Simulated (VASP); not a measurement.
GaSi2Ir3: single point with revPBE+D3(BJ)

The system is GaSi2Ir3.

```
CELL_PARAMETERS angstrom
2.70842 4.69113 0.00000
-2.70842 4.69113 0.00000
0.00000 0.00000 3.67898
ATOMIC_POSITIONS crystal
Ir 0.50000 0.50000 0.50000
Ir 0.50000 0.00000 0.50000
Ir 0.00000 0.50000 0.50000
Ga 0.00000 0.00000 0.00000
Si 0.33333 0.33333 0.00000
Si 0.66667 0.66667 0.00000
```

```
Program                : VASP 6.6.1
Task                   : single point
Functional             : revPBE
Dispersion             : D3(BJ)
Potentials or basis    : VASP PAW PBE potentials, release 64 (Ir, Ga_d, Si)
Cutoff                 : 520 eV
k mesh                 : 4 × 4 × 5
Occupations            : fermi-dirac, width 0.1 eV
Spin                   : no spin polarisation
Dipole correction      : no
Further INCAR settings : ALGO = Normal; EDIFF = 1e-06; NBANDS = 33
```

The pressure is 0.4 GPa. The band gap on the k mesh is zero (bands 24 and 25 overlap by 1.90 eV) and the dispersion energy per atom is -0.975 eV.

Levels at points of the mesh, in eV from the Fermi level:
```
           k point  band 21  band 22  band 23  band 24  band 25  band 26  band 27  band 28
(0.00, 0.00, 0.00)    -0.98    -0.49    -0.49    -0.45    -0.18     1.97     3.74     3.74
(0.50, 0.00, 0.00)    -1.46    -0.72    -0.71     0.99     1.88     2.46     2.57     3.15
```

Run time: 17 s on 1 thread of Intel(R) Xeon(R) 6975P-C (Granite Rapids) (shared host), peak memory 0.22 GiB.

Caveat: the PAW data sets were made with another functional, which shifts forces and pressure a little; spin-orbit coupling is left out, which moves the levels of the heavy elements.
